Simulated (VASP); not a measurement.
Write the native input for VASP 6.6.1 that does the following.

- Task: single point
- Functional: PBEsol
- Potentials or basis: VASP PAW PBE potentials, release 64 (Fe)
- Cutoff: 520 eV
- k mesh: 17 × 17 × 5
- Occupations: fermi-dirac, width 0.05 eV
- Spin: collinear spin
- Starting moments: [0.012, 0.012, -0.445, -0.445] μB
- Dipole correction: no
- Further INCAR settings: ALGO = Normal; EDIFF = 1e-07; NBANDS = 28

The structure of Fe lies in POSCAR:

```
Fe
1.0
    2.3864424986      0.0000000000      0.0000000000
   -1.1932212493      2.0667198285      0.0000000000
    0.0000000000      0.0000000000      7.6928796443
Fe
4
Direct
    0.0000000000      0.0000000000      0.0000000000
    0.0000000000      1.0000000000      0.5000000000
    0.3333333333      0.6666666667      0.2500000000
    0.6666666667      0.3333333333      0.7500000000
```

This isn't the form of Fe at room conditions, which is bcc.

The input as run:

INCAR

```
SYSTEM = Fe
PREC = Accurate ; ENCUT = 520
EDIFF = 1E-7 ; ISMEAR = -1
SIGMA = 0.05 ; LREAL = .FALSE.
LASPH = .TRUE. ; NELM = 150
ALGO = Normal ; ISIF = 2
LWAVE = .FALSE. ; LCHARG = .FALSE.
ISPIN = 2 ; MAGMOM = 0.012 0.012 -0.445 -0.445
LORBIT = 11 ; LMAXMIX = 4
GGA = PS ; NBANDS = 28
```

KPOINTS

```
regular mesh
0
G
  17 17 5
  0 0 0
```

Potentials or basis: VASP PAW PBE potentials, release 64 (Fe).

Launch:

```console
$ cat potpaw_PBE.64/Fe/POTCAR > POTCAR
$ mpirun -np 1 vasp_std > vasp.out
```

Results of the run:

| Quantity | Value |
| --- | --- |
| Pressure | 13.2 GPa |
| Net moment | -0.65 μB per cell |
| Site moments | Fe -0.00, -0.32 (each value once) μB |
| Valence electrons inside the program's atomic spheres | Fe 7.71 |

Caveat: the cell stands under pressure; the PAW data sets were made with another functional, which shifts forces and pressure a little.

Run time: 2.1 min on 1 thread of Intel(R) Xeon(R) 6975P-C (Granite Rapids), with other jobs on the host, peak memory 0.26 GiB.
